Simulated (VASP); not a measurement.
# Al9H in VASP: notebook, part 2 of 3

VASP 6.6.1.

## (4) Single point, PBE

Contents of INCAR:

```
SYSTEM = Al9H
ALGO = Normal
DIPOL = 0.5 0.5 0.296
EDIFF = 1E-7
ENCUT = 520
GGA = PE
IDIPOL = 3
ISIF = 2
ISMEAR = 0
LASPH = .TRUE.
LCHARG = .FALSE.
LDIPOL = .TRUE.
LREAL = Auto
LWAVE = .FALSE.
NBANDS = 44
NELM = 60
PREC = Accurate
SIGMA = 0.1
```

Contents of KPOINTS:

```
k-points
0
G
  5 3 1
  0 0 0
```

Contents of POSCAR:

```
Al9H
1.0
    5.7070863106      0.0000000000      0.0000000000
   -1.4267715776      9.7014842380      0.0000000000
    0.0000000000      0.0000000000     22.7903703519
Al H
18 2
Direct
    0.2662216041      0.0648864163      0.1755127248
    0.7662216041      0.0648864163      0.1755127248
    0.3354806058      0.3419224231      0.2192029854
    0.8354806058      0.3419224231      0.2192029854
    0.1493324061      0.5973296244      0.2279410375
    0.6493324061      0.5973296244      0.2279410375
    0.4631842064      0.8527368258      0.2366790896
    0.9631842065      0.8527368258      0.2366790896
    0.0319772093      0.1277109169      0.2808262502
    0.5319772093      0.1277109169      0.2808262502
    0.0997917601      0.4042231294      0.3301071124
    0.5997917601      0.4042231294      0.3301071124
    0.4144000537      0.6596656514      0.3369822081
    0.9144000537      0.6596656514      0.3369822081
    0.2263076916      0.9110819252      0.3449259130
    0.7263076916      0.9110819252      0.3449259130
    0.2962427243      0.1814072004      0.3857054631
    0.7962427243      0.1814072004      0.3857054631
    0.6062643800      0.3777722722      0.4194916627
    0.6062643800      0.4714919451      0.4194916627
```

Potentials or basis: VASP PAW PBE potentials, release 64 (Al, H).

Command:

```sh
> cat potpaw_PBE.64/Al/POTCAR potpaw_PBE.64/H/POTCAR > POTCAR
> mpirun -np 1 vasp_std > vasp.out
```

OUTCAR:

```text
SYSTEM = Al9H
   EDIFF = 1E-7
   ENCUT = 520
   GGA = PE
   ISIF = 2
   ISMEAR = 0
   LASPH = .TRUE.
   LREAL = Auto
   NELM = 60
   PREC = Accurate

 ion  position               nearest neighbor table
   1  0.266  0.065  0.176-   2 2.85   2 2.85   9 2.86  10 2.86   7 2.87   8 2.87   3 2.87
   2  0.766  0.065  0.176-   1 2.85   1 2.85  10 2.86   9 2.86   8 2.87   7 2.87   4 2.87
   3  0.335  0.342  0.219-   4 2.85   4 2.85   6 2.87   5 2.87   1 2.87   9 2.89  10 2.89  12 2.96
                            11 2.97
   4  0.835  0.342  0.219-   3 2.85   3 2.85   5 2.87   6 2.87   2 2.87  10 2.89   9 2.89  11 2.96
                            12 2.97
   5  0.149  0.597  0.228-   6 2.85   6 2.85   4 2.87   3 2.87   8 2.87   7 2.87  13 2.93  14 2.93
                            11 2.99
   6  0.649  0.597  0.228-   5 2.85   5 2.85   3 2.87   4 2.87   7 2.87   8 2.87  14 2.93  13 2.93
                            12 2.99
   7  0.463  0.853  0.237-  10 2.85   8 2.85   8 2.85   1 2.87   2 2.87   5 2.87   6 2.87  16 2.90
                            15 2.91  13 2.96
   8  0.963  0.853  0.237-   9 2.85   7 2.85   7 2.85   1 2.87   2 2.87   5 2.87   6 2.87  15 2.90
                            16 2.91  14 2.96
   9  0.032  0.128  0.281-  18 2.83  17 2.83   8 2.85  10 2.85  10 2.85   1 2.86   2 2.86   3 2.89
                             4 2.89  11 2.91  15 2.93  16 2.93
  10  0.532  0.128  0.281-  17 2.83  18 2.83   7 2.85   9 2.85   9 2.85   2 2.86   1 2.86   4 2.89
                             3 2.89  12 2.91  16 2.93  15 2.93
  11  0.100  0.404  0.330-  12 2.85  12 2.85  14 2.86  13 2.87  18 2.88  17 2.89   9 2.91   4 2.96
                             3 2.97   5 2.99
  12  0.600  0.404  0.330-  19 2.05  11 2.85  11 2.85  13 2.86  14 2.87  17 2.88  18 2.89  10 2.91
                             3 2.96   4 2.97   6 2.99
  13  0.414  0.660  0.337-  16 2.83  15 2.83  14 2.85  14 2.85  12 2.86  11 2.87   5 2.93   6 2.93
                             7 2.96
  14  0.914  0.660  0.337-  15 2.83  16 2.83  13 2.85  13 2.85  11 2.86  12 2.87   6 2.93   5 2.93
                             8 2.96
  15  0.226  0.911  0.345-  17 2.78  14 2.83  13 2.83  16 2.85  16 2.85   8 2.90   7 2.91   9 2.93
                            10 2.93
  16  0.726  0.911  0.345-  18 2.78  13 2.83  14 2.83  15 2.85  15 2.85   7 2.90   8 2.91  10 2.93
                             9 2.93
  17  0.296  0.181  0.386-  15 2.78  10 2.83   9 2.83  18 2.85  18 2.85  12 2.88  11 2.89
  18  0.796  0.181  0.386-  16 2.78   9 2.83  10 2.83  17 2.85  17 2.85  11 2.88  12 2.89
  19  0.606  0.378  0.419-  12 2.05
  20  0.606  0.471  0.419-

  LATTYP: Found a simple monoclinic cell.
 ALAT       =     5.7070863106
 B/A-ratio  =     3.9933460108
 C/A-ratio  =     1.7181865166
 COS(beta)  =    -0.1455022476

  Lattice vectors:

 A1 = (   5.7070863106,   0.0000000000,   0.0000000000)
 A2 = (   0.0000000000,   0.0000000000, -22.7903703519)
 A3 = (  -1.4267715776,   9.7014842380,   0.0000000000)

Analysis of symmetry for initial positions (statically):
=====================================================================
 Subroutine PRICEL returns:
 Original cell was already a primitive cell.

 Routine SETGRP: Setting up the symmetry group for a
 simple monoclinic supercell.

 Subroutine GETGRP returns: Found  1 space group operations
 (whereof  1 operations were pure point group operations)
 out of a pool of  4 trial point group operations.

The static configuration has the point symmetry C_1 .

Analysis of symmetry for dynamics (positions and initial velocities):
=====================================================================
 Subroutine PRICEL returns:
 Original cell was already a primitive cell.

 Routine SETGRP: Setting up the symmetry group for a
 simple monoclinic supercell.
[... 116 lines left out ...]
   ISTART =      0    job   : 0-new  1-cont  2-samecut
   ICHARG =      2    charge: 1-file 2-atom 10-const
   ISPIN  =      1    spin polarized calculation?
   LNONCOLLINEAR =      F non collinear calculations
   LSORBIT =      F    spin-orbit coupling
   LASPH  =      T    aspherical Exc in radial PAW
   ENCUT  =  520.0 eV  38.22 Ry    6.18 a.u.  10.61 18.23 42.37*2*pi/ulx,y,z
   NELM   =     60;   NELMIN=  2; NELMDL= -5     # of ELM steps
   EDIFF  = 0.1E-06   stopping-criterion for ELM
   LREAL  =      T    real-space projection
   EDIFFG = 0.1E-05   stopping-criterion for IOM
   NSW    =      0    number of steps for IOM
   IBRION =     -1    ionic relax: 0-MD 1-quasi-New 2-CG
   NFREE  =      0    steps in history (QN), initial steepest desc. (CG)
   ISIF   =      2    stress and relaxation
   ISYM   =      2    0-nonsym 1-usesym 2-fastsym
   POTIM  = 0.5000    time-step for ionic-motion
   TEBEG  =    0.0;   TEEND  =   0.0 temperature during run
   PSTRESS=    0.0 pullay stress
   NELECT =      56.0000    total number of electrons
   NUPDOWN=      -1.0000    fix difference up-down
   EMIN   =  10.00;   EMAX   =-10.00  energy-range for DOS
   EFERMI =   0.00;   METHOD = LEGACY
   ISMEAR =     0;   SIGMA  =   0.10  broadening in eV -4-tet -1-fermi 0-gaus
   EFERMI_NEDOS =   21; number of points for ismear=-14 and -15
   IALGO  =     38    algorithm
   IMIX   =      4    mixing-type and parameters
     AMIX     =   0.40;   BMIX     =  1.00
     AMIX_MAG =   1.60;   BMIX_MAG =  1.00
  volume/ion in A,a.u.               =      63.09       425.77
  Fermi-wavevector in a.u.,A,eV,Ry     =   0.579610  1.095305  4.570853  0.335948
  Thomas-Fermi vector in A             =   1.623387
   LORBIT       =      0    0 simple, 1 ext, 2 COOP (PROOUT), +10 PAW based schemes
   GGA     = PE    functional components
   LHFCALC =     F    Hartree Fock is set to
   AEXX    =    0.0000 exact exchange contribution
   IVDW    =     0    specifies the selected vdW correction
   LEPSILON=     F    determine dielectric tensor
   LRPA    =     F    only Hartree local field effects (RPA)
 non-spin polarized calculation
 Gauss-broadening in eV      SIGMA  =   0.10
  energy-cutoff  :      520.00
  volume of cell :     1261.84
 maximum number of plane-waves:     34010
   NGX = 21   NGY = 37   NGZ = 85

 dipolmoment           0.000000      0.000000      0.065095 electrons x Angstroem

 number of electron      56.0000001 magnetization

 dipolmoment           0.000000      0.000000     -0.026245 electrons x Angstroem

 Free energy of the ion-electron system (eV)
  ---------------------------------------------------
  ext. energy  EPLUGINS =         0.00000000
  ---------------------------------------------------
  free energy    TOTEN  =       -67.24486689 eV

  energy without entropy =      -67.19317148  energy(sigma->0) =      -67.21901919

 E-fermi :  -1.1813     XC(G=0):  -3.3512

 val. band max:       -1.1977966463   @ k =   0.2000  -0.0000   0.0000
 cond. band min:      -1.1743076345   @ k =  -0.2000   0.3333   0.0000
 fundamental gap:      0.0234890118
 Fermi energy:        -1.1812669530

 k-point     1 :       0.0000    0.0000    0.0000
  band No.  band energies     occupation
      1     -11.3111      2.00000
      2      -9.9723      2.00000
      3      -9.7111      2.00000
      4      -9.2752      2.00000
      5      -8.4598      2.00000
      6      -7.1763      2.00000
[... 333 lines left out ...]
     39       0.9714      0.00000
     40       1.0679      0.00000
 [bands above 40 left out]

------------------------ aborting loop because EDIFF is reached ----------------------------------------

 vacuum level on the upper side and lower side of the slab       (xc-potential included)        -0.079         0.006

  FORCE on cell =-STRESS in cart. coord.  units (eV):
  Direction    XX          YY          ZZ          XY          YZ          ZX
  --------------------------------------------------------------------------------------
  -------------------------------------------------------------------------------------
  Total      -11.6925041    -13.8346975      1.3742387      0.5292001     -0.1966546      0.0389171
  in kB      -14.8461590    -17.5661361      1.7448929      0.6719338     -0.2496955      0.0494137
  external PRESSURE =     -10.2224674 kB  Pullay stress =       0.0000000 kB

 VOLUME and BASIS-vectors are now :
 -----------------------------------------------------------------------------
  energy-cutoff  :      520.00
  volume of cell :     1261.84
      direct lattice vectors                 reciprocal lattice vectors
     5.707086311  0.000000000  0.000000000     0.175220760  0.025769253  0.000000000
    -1.426771578  9.701484238  0.000000000     0.000000000  0.103077011  0.000000000
     0.000000000  0.000000000 22.790370352     0.000000000  0.000000000  0.043878181

 POSITION                                       TOTAL-FORCE (eV/Angst)
 -----------------------------------------------------------------------------------
      1.42677      0.62949      4.00000        -0.086813      0.134225      0.023715
      4.28031      0.62949      4.00000         0.080833      0.164750     -0.004151
      1.42677      3.31715      4.99572        -0.024809      0.001517     -0.009894
      4.28031      3.31715      4.99572         0.037981      0.000599     -0.018967
      0.00000      5.79498      5.19486        -0.010396     -0.117076      0.037859
      2.85354      5.79498      5.19486         0.008119     -0.082835      0.055058
[... 12 lines left out ...]
      2.92101      3.66495      9.56037        -0.310711      2.107228      0.483692
      2.78729      4.57417      9.56037         0.328966     -1.820315      0.171983
 -----------------------------------------------------------------------------------
    total drift:                               -0.007974     -0.032441     -0.007142

  FREE ENERGIE OF THE ION-ELECTRON SYSTEM (eV)
  ---------------------------------------------------
  free  energy   TOTEN  =       -67.2448668908 eV

  energy  without entropy=      -67.1931714838  energy(sigma->0) =      -67.21901919

 vacuum level on the upper side and lower side of the slab         2.897         2.983
```

Run time: 32 min. Hardware: 1 thread of Intel Xeon 8259CL, shared host; peak memory 1.2 GiB.

What came out:

```
Free energy            : -67.2449 eV
Largest force          : 2.184 eV/Å
Band gap on the k mesh : zero (bands 28 and 29 overlap by 0.63 eV)
```

Forces in eV/Å, atoms in the order of the input:
```
Al  -0.087  0.134  0.024
Al   0.081  0.165 -0.004
Al  -0.025  0.002 -0.010
Al   0.038  0.001 -0.019
Al  -0.010 -0.117  0.038
Al   0.008 -0.083  0.055
Al  -0.013 -0.085 -0.139
Al   0.011 -0.071 -0.126
Al   0.000  0.016  0.001
Al  -0.018  0.062  0.017
Al   0.026 -0.021 -0.025
Al  -0.012  0.040 -0.175
Al  -0.041 -0.052 -0.053
Al   0.026 -0.047 -0.078
Al   0.007  0.050 -0.014
Al  -0.001  0.066  0.015
Al  -0.068 -0.178 -0.083
Al   0.060 -0.168 -0.080
H   -0.311  2.107  0.484
H    0.329 -1.820  0.172
```

## (5) Single point, PBE

Contents of INCAR:

```
PREC = Accurate
ENCUT = 520
EDIFF = 1E-7
ISMEAR = 0
SIGMA = 0.1
LREAL = Auto
LASPH = T
NELM = 100
ALGO = Normal
ISIF = 2
LWAVE = F
LCHARG = T
LDIPOL = T
IDIPOL = 3
DIPOL = 0.5 0.5 0.299
GGA = PE
LELF = T
LVHAR = T
LVACPOTAV = T
NBANDS = 44
```

Contents of KPOINTS:

```
regular mesh
0
Gamma
  5 3 1
```

POSCAR, as its differences from that of step 4:

```diff
@@ -26,3 +26,3 @@
     0.7962427243      0.1814072004      0.3857054631
-    0.6062643800      0.3777722722      0.4194916627
-    0.6062643800      0.4714919451      0.4194916627
+    0.6062643800      0.3777722722      0.4475736986
+    0.6062643800      0.4714919451      0.4475736986
```

Command:

```sh
> cat potpaw_PBE.64/Al/POTCAR potpaw_PBE.64/H/POTCAR > POTCAR
> mpirun -np 1 vasp_std > vasp.out
```

It took 33 min on 1 thread of Intel Xeon 8259CL, shared host; peak memory 1.2 GiB.

Results (log left out):

| Quantity | Value |
| --- | --- |
| Free energy | -67.5572 eV |
| Largest force | 3.094 eV/Å |
| Band gap on the k mesh | zero (bands 28 and 29 overlap by 0.73 eV) |

Forces in eV/Å, atoms in the order of the input:
```
Al  -0.028  0.130  0.022
Al   0.017  0.147  0.017
Al   0.025  0.037  0.055
Al  -0.014  0.032  0.039
Al   0.002 -0.103  0.040
Al  -0.007 -0.102  0.020
Al  -0.003 -0.086 -0.132
Al   0.006 -0.079 -0.118
Al  -0.003  0.012 -0.001
Al  -0.003  0.027 -0.015
Al   0.014 -0.019  0.003
Al  -0.005 -0.018 -0.126
Al  -0.004 -0.046 -0.009
Al  -0.007 -0.040 -0.020
Al   0.003  0.018 -0.009
Al  -0.005  0.031  0.001
Al  -0.003 -0.058 -0.046
Al   0.008 -0.064 -0.041
H   -0.450  3.058  0.151
H    0.455 -2.876  0.168
```

Levels at points of the mesh, in eV from the Fermi level:
```
           k point  band 26  band 27  band 28  band 29  band 30  band 31
(0.00, 0.00, 0.00)    -1.07    -0.94    -0.61    -0.58    -0.28     0.11
```

(Part 2 of 3 ends here.)

The gap in the log of VASP goes by the Fermi energy; the results here count the filled bands.